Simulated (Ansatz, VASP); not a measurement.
This is a calculation of TiO2 for VASP 6.6.1.

File INCAR:

```
SYSTEM = TiO2
PREC = Accurate
ENCUT = 480
EDIFF = 1E-7
ISMEAR = -1
SIGMA = 0.05
LREAL = .False.
LASPH = .True.
NELM = 60
ALGO = Fast
ISIF = 3
LWAVE = .False.
LCHARG = .False.
GGA = PE
IBRION = 2
NSW = 40
EDIFFG = -0.02
```

Contents of KPOINTS:

```
regular mesh
0
Gamma
  6 6 9
  0 0 0
```

File POSCAR:

```
TiO2
1.0
    4.5998373239      0.0000000000      0.0000000000
    0.0000000000      4.5998373239      0.0000000000
    0.0000000000      0.0000000000      2.9592135600
Ti O
2 4
Direct
    0.0000000000      0.0000000000      0.5000000000
    0.5000000000      0.5000000000      0.0000000000
    0.3043213200      0.3043213200      0.5000000000
    0.1956786800      0.8043213200      0.0000000000
    0.8043213200      0.1956786800      0.0000000000
    0.6956786800      0.6956786800      0.5000000000
```

Potentials or basis: VASP PAW PBE potentials, release 64 (Ti_sv, O_s).

Launch:

```console
$ cat potpaw_PBE.64/Ti_sv/POTCAR potpaw_PBE.64/O_s/POTCAR > POTCAR
$ mpirun -np 1 vasp_std > vasp.out
```

Set up the same calculation for Ansatz 0.2.0. Potentials there: Ansatz PAW.

As run (the cutoff follows the program's own potentials):

File input.yaml:

```yaml
crystal:
  lattice:
    - [4.5998373239, 0.0, 0.0]
    - [0.0, 4.5998373239, 0.0]
    - [0.0, 0.0, 2.95921356]
  atoms:
    - { symbol: Ti, position: [0.0, 0.0, 0.5] }
    - { symbol: Ti, position: [0.5, 0.5, 0.0] }
    - { symbol: O, position: [0.30432132, 0.30432132, 0.5] }
    - { symbol: O, position: [0.19567868, 0.80432132, 0.0] }
    - { symbol: O, position: [0.80432132, 0.19567868, 0.0] }
    - { symbol: O, position: [0.69567868, 0.69567868, 0.5] }
hamiltonian:
  xc: pbe
  pseudopotentials: { kind: paw }
kpoints:
  mp_grid: { grid: [6, 6, 9] }
scf:
  occupations: { method: fermi_dirac, width: 0.05 }
output:
  forces: true
  stress: true
relax:
  f_tol: 0.01
  max_steps: 40
  cell: { stress_tol: 0.05 }
```

Potentials or basis: Ansatz PAW.

Run with:

```sh
$ ansatz run input.yaml --threads 2 --pin off --max-ram 5632MiB --backend cpu --events-out ev --progress --plain --runs-dir out
```

Both were run:

|  | VASP | Ansatz | Ansatz less VASP |
| --- | --- | --- | --- |
| relaxed volume (Å³/atom) | 10.67 | 10.65 | -0.017 |
| relaxed cell length with the largest relative difference (Å) | 2.970 | 2.964 | -0.0061 |

Noted on Ansatz's run: odd divisions of the mesh miss points on the zone boundary, where band edges often lie, so the gap on the mesh can be too wide; the plane-wave basis is chosen anew once the cell has moved, so the energies of steps on either side of that aren't comparable.
